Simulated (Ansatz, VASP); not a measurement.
**ZrB2 in VASP and in Ansatz**

Contents of INCAR:

```
SYSTEM = ZrB2
ALGO = Normal
EDIFF = 1E-6
ENCUT = 520
GGA = CA
ISIF = 2
ISMEAR = 0
LASPH = .True.
LCHARG = .False.
LREAL = .False.
LWAVE = .False.
NBANDS = 16
NELM = 60
PREC = Accurate
SIGMA = 0.15
```

File KPOINTS:

```
k-points
0
Gamma
  18 18 12
  0 0 0
```

File POSCAR:

```
ZrB2
1.0
    3.1242217498      0.0000000000      0.0000000000
   -1.5621108749      2.7056554024      0.0000000000
    0.0000000000      0.0000000000      3.9283964282
Zr B
1 2
Direct
    0.0000000000      0.0000000000      0.0000000000
    0.3333333333      0.6666666667      0.5000000000
    0.6666666667      0.3333333333      0.5000000000
```

Input for Ansatz:

```yaml
crystal:
  lattice:
    - [3.1242217498, 0.0, 0.0]
    - [-1.5621108749, 2.7056554024, 0.0]
    - [0.0, 0.0, 3.9283964282]
  atoms:
    - { symbol: Zr, position: [0.0, 0.0, 0.0] }
    - { symbol: B, position: [0.3333333333, 0.6666666667, 0.5] }
    - { symbol: B, position: [0.6666666667, 0.3333333333, 0.5] }
basis:
  ecutwfc: 520.0
kpoints:
  mp_grid: { grid: [18, 18, 12] }
hamiltonian:
  xc: lda
  pseudopotentials: { kind: paw }
scf:
  occupations: { method: gaussian, width: 0.15 }
output:
  forces: true
  stress: true
  eigenvalues: true
```

Alike in both runs: task single point; functional LDA; k mesh 18 × 18 × 12; occupations gaussian, width 0.15 eV; no spin polarisation.

```csv
,VASP,Ansatz
version,VASP 6.6.1,Ansatz 0.2.0
potentials or method,"VASP PAW LDA potentials, release 64 (Zr_sv, B), cutoff 520 eV","scalar-relativistic, plane waves, PAW"
valence electrons in the cell,18,18
```

|  | VASP | Ansatz | Ansatz less VASP |
| --- | --- | --- | --- |
| gap on the k mesh at the Fermi level (eV) | none | none | - |
| pressure (GPa) | -20.1 | -20.4 | -0.34 |
| traceless stress, the component that is largest in VASP (GPa) | -20.96 | -20.96 | +0.006 |

LDA's correlation is that of Perdew and Zunger in VASP and of Perdew and Wang (1992) in Ansatz. A gap of «none» marks a metal or a gap that the smearing closes.
